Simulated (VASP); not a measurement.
Runs of VASP 6.6.1 on Si2Ni. The structure is that of space group Fm-3m (No. 225), or close to it. The cells are those of the table. 

```csv
level,potentials or basis,spin,cell,smearing,gap on the mesh (eV),pressure (GPa),moment (μB)
PBEsol,"VASP PAW PBE potentials, release 64 (Si, Ni)",collinear,"a = 3.849 Å, angles 60.0°, 3 atoms",gaussian 0.05 eV,none,-4.5,0.00
PBE,"VASP PAW PBE potentials, release 64 (Si, Ni)",collinear,"a = 3.900 Å, angles 60.0°, 3 atoms",gaussian 0.05 eV,none,-5.0,0.00
LDA,"VASP PAW LDA potentials, release 64 (Si, Ni)",collinear,"a = 3.849 Å, angles 60.0°, 3 atoms",gaussian 0.05 eV,none,(a),0.00
PBE,"VASP PAW PBE potentials, release 64 (Si, Ni)","collinear, ferromagnetic start","a = 3.849 Å, angles 60.0°, 3 atoms",gaussian 0.05 eV,none,0.0,0.00
PBE,"VASP PAW PBE potentials, release 64 (Si, Ni)","collinear, ferromagnetic start","a = 3.849 Å, angles 60.0°, 3 atoms",tetrahedron,none,(b),0.00
```

Alike in all rows: task single point; k mesh 12 × 12 × 12; cutoff (eV) 520.

Question: Fill in the values left out.

Answer: (a) -7.7; (b) -0.2.

Caveats: the cell stands under tension (at least some runs); the PAW data sets were made with another functional, which shifts forces and pressure a little (at least some runs).

A gap of «none» marks levels without a gap at the run's occupations.
